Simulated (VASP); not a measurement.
Here is a VASP 6.6.1 calculation.

The input INCAR:

```
PREC = Accurate
ENCUT = 520
EDIFF = 1E-6
ISMEAR = 1
SIGMA = 0.1
LREAL = False
LASPH = True
NELM = 100
ALGO = Normal
ISIF = 2
LWAVE = False
LCHARG = False
GGA = PE
NBANDS = 58
```

Contents of KPOINTS:

```
Automatic mesh
0
Gamma
  16 16 1
```

File POSCAR:

```
Mo
1.0
    2.7366402760      0.0000000000      0.0000000000
   -0.9122134253      2.5801291957      0.0000000000
    0.0000000000      0.0000000000     25.4067445713
Mo
7
Direct
    0.0000000000      0.0000000000      0.2396510165
    0.5000000000      0.5000000000      0.3235310192
    0.0000000000      0.0000000000      0.4118588547
    0.5000000000      0.5000000000      0.5000000000
    0.0000000000      0.0000000000      0.5881411453
    0.5000000000      0.5000000000      0.6764689808
    0.0000000000      0.0000000000      0.7603489835
```

Potentials or basis: VASP PAW PBE potentials, release 64 (Mo_sv).

Launch:

```console
$ cat potpaw_PBE.64/Mo_sv/POTCAR > POTCAR
$ mpirun -np 1 vasp_std > vasp.out
```

Question: Estimate the band gap on the k mesh.

Answer: Zero (bands 49 and 50 overlap by 2.28 eV).

Question: What does it give for the largest force?

Answer: 0.028 eV/Å.

Forces on the atoms (eV/Å):
```
Mo   0.000  0.000 -0.028
Mo   0.000  0.000  0.002
Mo   0.000  0.000  0.001
Mo   0.000  0.000  0.000
Mo   0.000  0.000 -0.001
Mo   0.000  0.000 -0.002
Mo   0.000  0.000  0.028
```

Caveat: there is no dipole correction, which matters where the two faces differ.
